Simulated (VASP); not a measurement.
# HfB (Fm-3m) in VASP: notebook, part 3 of 3

VASP 6.6.1.

### Step 5. Single point, r2SCAN, non-collinear spin, zero start, spin-orbit coupling

POSCAR

```
HfB
1.0
    0.0000000000      2.3100000000      2.3100000000
    2.3100000000      0.0000000000      2.3100000000
    2.3100000000      2.3100000000      0.0000000000
Hf B
1 1
Direct
    0.5000000000      0.5000000000      0.5000000000
    0.0000000000      0.0000000000      0.0000000000
```

INCAR.step1

```
ALGO = Normal ; EDIFF = 1E-5
ENCUT = 550 ; GGA = PE
GGA_COMPAT = False ; ISMEAR = 1
LASPH = True ; LCHARG = False
LMAXMIX = 4 ; LREAL = False
LSORBIT = True ; LWAVE = True
MAGMOM = 0 0 0 0 0 0 ; NBANDS = 25
NELM = 200 ; PREC = Accurate
SIGMA = 0.1
```

INCAR.step2

```
ALGO = Normal ; EDIFF = 1E-6
ENCUT = 550 ; GGA_COMPAT = False
ISIF = 2 ; ISMEAR = 1
ISTART = 1 ; LASPH = True
LCHARG = False ; LMAXMIX = 4
LMIXTAU = True ; LORBIT = 11
LORBMOM = True ; LREAL = False
LSORBIT = True ; LWAVE = False
MAGMOM = 0 0 0 0 0 0 ; METAGGA = R2SCAN
NBANDS = 25 ; NELM = 200
PREC = Accurate ; SIGMA = 0.1
```

KPOINTS

```
k-points
0
Gamma
  10 10 10
```

Potentials or basis: VASP PAW PBE potentials, release 64 (Hf_pv, B).

The run is started by

```bash
$ cat potpaw_PBE.64/Hf_pv/POTCAR potpaw_PBE.64/B/POTCAR > POTCAR
$ cp INCAR.step1 INCAR
$ mpirun -np 1 vasp_ncl > vasp.out
$ cp INCAR.step2 INCAR
$ mpirun -np 1 vasp_ncl > vasp.out
```

OUTCAR:

```text
EDIFF = 1E-6
   ENCUT = 550
   ISIF = 2
   ISMEAR = 1
   ISTART = 1
   LASPH = True
   LORBIT = 11
   LREAL = False
   LSORBIT = True
   METAGGA = R2SCAN
   NELM = 200
   PREC = Accurate

 ion  position               nearest neighbor table
   1  0.500  0.500  0.500-   2 2.31   2 2.31   2 2.31   2 2.31   2 2.31   2 2.31
   2  0.000  0.000  0.000-   1 2.31   1 2.31   1 2.31   1 2.31   1 2.31   1 2.31

  LATTYP: Found a face centered cubic cell.
 ALAT       =     4.6200000000

  Lattice vectors:

 A1 = (   0.0000000000,   2.3100000000,   2.3100000000)
 A2 = (   2.3100000000,   0.0000000000,   2.3100000000)
 A3 = (   2.3100000000,   2.3100000000,   0.0000000000)

Analysis of symmetry for initial positions (statically):
=====================================================================
 Subroutine PRICEL returns:
 Original cell was already a primitive cell.

 Routine SETGRP: Setting up the symmetry group for a
 face centered cubic supercell.

[... 937 lines left out ...]
     0.0000000     0.0000000     0.0000000     0.0000000     0.0000000     0.0000000     0.0000000
     0.0000000     0.0000000     0.0000000     0.0000000     0.0000000     0.0000000     0.0000000
     0.0000000     0.0000000     0.0000000     0.0000000     0.0000000     0.0000000     0.0000000
     0.0000000     0.0000000     0.0000000     0.0000000     0.0000000     0.0000000     0.0000000
     0.0000000     0.0000000     0.0000000     0.0000000     0.0000000     0.0000000     0.0000000
     0.0000000     0.0000000     0.0000000     0.0000000     0.0000000     0.0000000     0.0000000

 Ion:    2  E_soc:      0.0000244
 l=   1
     0.0000000     0.0000041     0.0000041
     0.0000041     0.0000000     0.0000041
     0.0000041     0.0000041     0.0000000
 l=   2
     0.0000000     0.0000000     0.0000000     0.0000000     0.0000000
     0.0000000     0.0000000     0.0000000     0.0000000     0.0000000
     0.0000000     0.0000000     0.0000000     0.0000000     0.0000000
     0.0000000     0.0000000     0.0000000     0.0000000     0.0000000
     0.0000000     0.0000000     0.0000000     0.0000000     0.0000000
 l=   3
     0.0000000     0.0000000     0.0000000     0.0000000     0.0000000     0.0000000     0.0000000
     0.0000000     0.0000000     0.0000000     0.0000000     0.0000000     0.0000000     0.0000000
     0.0000000     0.0000000     0.0000000     0.0000000     0.0000000     0.0000000     0.0000000
     0.0000000     0.0000000     0.0000000     0.0000000     0.0000000     0.0000000     0.0000000
     0.0000000     0.0000000     0.0000000     0.0000000     0.0000000     0.0000000     0.0000000
     0.0000000     0.0000000     0.0000000     0.0000000     0.0000000     0.0000000     0.0000000
     0.0000000     0.0000000     0.0000000     0.0000000     0.0000000     0.0000000     0.0000000

 total charge

# of ion       s       p       d       tot
------------------------------------------
    1        0.359   6.733   1.864   8.956
    2        0.814   1.155   0.000   1.969
--------------------------------------------------
tot          1.173   7.887   1.864  10.925

 magnetization (x)

# of ion       s       p       d       tot
------------------------------------------
    1        0.000   0.000   0.000   0.000
    2        0.000   0.000   0.000   0.000
--------------------------------------------------
tot          0.000   0.000   0.000   0.000

 magnetization (y)

# of ion       s       p       d       tot
------------------------------------------
    1       -0.000   0.000  -0.000  -0.000
    2        0.000   0.000   0.000   0.000
--------------------------------------------------
tot         -0.000   0.000  -0.000  -0.000

 magnetization (z)

# of ion       s       p       d       tot
------------------------------------------
    1       -0.000   0.000   0.000  -0.000
    2       -0.000  -0.000   0.000  -0.000
--------------------------------------------------
tot         -0.000  -0.000   0.000  -0.000
```

OUTCAR.step1:

```text
EDIFF = 1E-5
   ENCUT = 550
   GGA = PE
   ISMEAR = 1
   LASPH = True
   LREAL = False
   LSORBIT = True
   NELM = 200
[... 956 lines left out ...]
     0.0000000     0.0000000     0.0000000     0.0000000     0.0000000     0.0000000     0.0000000
     0.0000000     0.0000000     0.0000000     0.0000000     0.0000000     0.0000000     0.0000000
     0.0000000     0.0000000     0.0000000     0.0000000     0.0000000     0.0000000     0.0000000
     0.0000000     0.0000000     0.0000000     0.0000000     0.0000000     0.0000000     0.0000000
     0.0000000     0.0000000     0.0000000     0.0000000     0.0000000     0.0000000     0.0000000

=======================================================================

 ========================================================
```

Wall time 10 min (1 thread of AMD EPYC 7R43 (Zen 3), shared host); peak memory 0.27 GiB.

What came out:

| Item | Value |
| --- | --- |
| Free energy | -53.8017 eV |
| Pressure | 29.0 GPa |
| Net moment | 0.00 μB per cell |
| Valence electrons inside the program's atomic spheres | Hf 8.96; B 1.97 |

Moments on the atoms (μB; x, y, z):
```
Hf  0.00 0.00 0.00
B   0.00 0.00 0.00
```

Caveat: the cell stands under pressure; the PAW data sets were made with another functional, which shifts forces and pressure a little.

### Step 6. Single point, PBE-based screened hybrid with 25 % exact exchange

POSCAR is that of step 5.

INCAR.step1

```
SYSTEM = HfB
PREC     = Accurate       ! precision mode
ENCUT    = 420            ! plane-wave cutoff, eV
EDIFF    = 1E-5           ! SCF threshold, eV
ISMEAR   = -1             ! smearing method
SIGMA    = 0.025          ! smearing width, eV
LREAL    = .FALSE.        ! projectors in reciprocal space
LASPH    = .TRUE.         ! aspherical terms in the spheres
NELM     = 120            ! most SCF steps
ALGO     = Normal         ! electronic algorithm
ISIF     = 2              ! what is computed and relaxed
LWAVE    = .TRUE.         ! write WAVECAR
NBANDS   = 14             ! bands
GGA      = PE             ! functional
GGA_COMPAT= .FALSE.
```

INCAR.step2

```
SYSTEM = HfB
PREC     = Accurate       ! precision mode
ENCUT    = 420            ! plane-wave cutoff, eV
EDIFF    = 1E-6           ! SCF threshold, eV
ISMEAR   = -1             ! smearing method
SIGMA    = 0.025          ! smearing width, eV
LREAL    = .FALSE.        ! projectors in reciprocal space
LASPH    = .TRUE.         ! aspherical terms in the spheres
NELM     = 120            ! most SCF steps
ALGO     = Normal         ! electronic algorithm
ISIF     = 2              ! what is computed and relaxed
LWAVE    = .FALSE.        ! write WAVECAR
LCHARG   = .TRUE.         ! write CHGCAR
GGA      = PE             ! functional
LHFCALC  = .TRUE.         ! exact exchange
AEXX     = 0.25           ! exact-exchange fraction
HFSCREEN = 0.3            ! screening, 1/A
PRECFOCK = Normal       
LELF     = .TRUE.         ! ELF
LVHAR    = .TRUE.       
NBANDS   = 14             ! bands
ISTART   = 1            
GGA_COMPAT= .FALSE.
```

KPOINTS

```
regular mesh
0
G
  6 6 6
  0 0 0
```

Potentials or basis: VASP PAW PBE potentials, release 64 (Hf_pv, B).

The run is started by

```bash
$ cat potpaw_PBE.64/Hf_pv/POTCAR potpaw_PBE.64/B/POTCAR > POTCAR
$ cp INCAR.step1 INCAR
$ mpirun -np 1 vasp_std > vasp.out
$ cp INCAR.step2 INCAR
$ mpirun -np 1 vasp_std > vasp.out
```

It took 18 min on 1 thread of AMD EPYC 7R43 (Zen 3), shared host; peak memory 0.21 GiB.

Results (log left out):

```yaml
Free_energy: -18.8234 eV
Pressure: 28.3 GPa
Band_gap_on_the_k_mesh: zero (an odd number of electrons rules out a gap without spin polarisation)
```

Levels at points of the mesh, in eV from the Fermi level:
| k point | band 5 | band 6 | band 7 | band 8 | band 9 | band 10 |
| --- | --- | --- | --- | --- | --- | --- |
| (0.00, 0.00, 0.00) | 2.94 | 2.94 | 2.94 | 4.70 | 4.70 | 4.70 |
| (0.50, 0.00, 0.00) | -4.57 | -1.26 | -1.26 | 7.62 | 7.62 | 8.75 |
| (0.50, 0.50, 0.00) | -1.03 | -0.86 | 2.86 | 2.86 | 7.11 | 9.07 |

Caveat: the k points lie up to 0.39 Å⁻¹ apart, too coarse for converged energies and pressures of a metal; the PAW data sets were made with another functional, which shifts forces and pressure a little; spin-orbit coupling is left out, which moves the levels of the heavy elements.

### Step 7. The runs side by side

| task | level | spin | cell | k mesh | cutoff (eV) | smearing | grid for exact exchange (PRECFOCK) | share of exact exchange | screening parameter | gap on the mesh (eV) | pressure (GPa) |
| --- | --- | --- | --- | --- | --- | --- | --- | --- | --- | --- | --- |
| relaxation of cell and atoms | r2SCAN | off | relaxed to 20 GPa from a = 3.267 Å, angles 60.0°, 2 atoms | 10 × 10 × 10 | 600 | fermi-dirac 0.05 eV | - | - | - | none | 20.0 |
| relaxation of cell and atoms | r2SCAN | off | relaxed to 30 GPa from a = 3.267 Å, angles 60.0°, 2 atoms | 10 × 10 × 10 | 600 | fermi-dirac 0.05 eV | - | - | - | none | 30.1 |
| single point | revPBE+D3(BJ) | off | a = 3.131 Å, angles 60.0°, 2 atoms | 10 × 10 × 10 | 500 | methfessel-paxton 0.1 eV | - | - | - | none | 65.6 |
| single point | r2SCAN | non-collinear, zero start, SOC | a = 3.267 Å, angles 60.0°, 2 atoms | 10 × 10 × 10 | 550 | methfessel-paxton 0.1 eV | - | - | - | - | 29.0 |
| single point | PBE-based screened hybrid with 25 % exact exchange | off | a = 3.267 Å, angles 60.0°, 2 atoms | 6 × 6 × 6 | 420 | fermi-dirac 0.025 eV | Normal | 0.25 | 0.3 1/Å | none | 28.3 |

Alike in all rows: potentials or basis VASP PAW PBE potentials, release 64 (Hf_pv, B).

Caveats: some runs use coarse meshes; the PAW data sets were made with another functional, which shifts forces and pressure a little; spin-orbit coupling is left out, which moves the levels of the heavy elements (at least some runs); the cell is relaxed towards a set pressure, so the run minimises the enthalpy, not the energy (at least some runs); the cell stands under pressure (at least some runs).

Absolute energies hang on the potentials; compare differences alone.
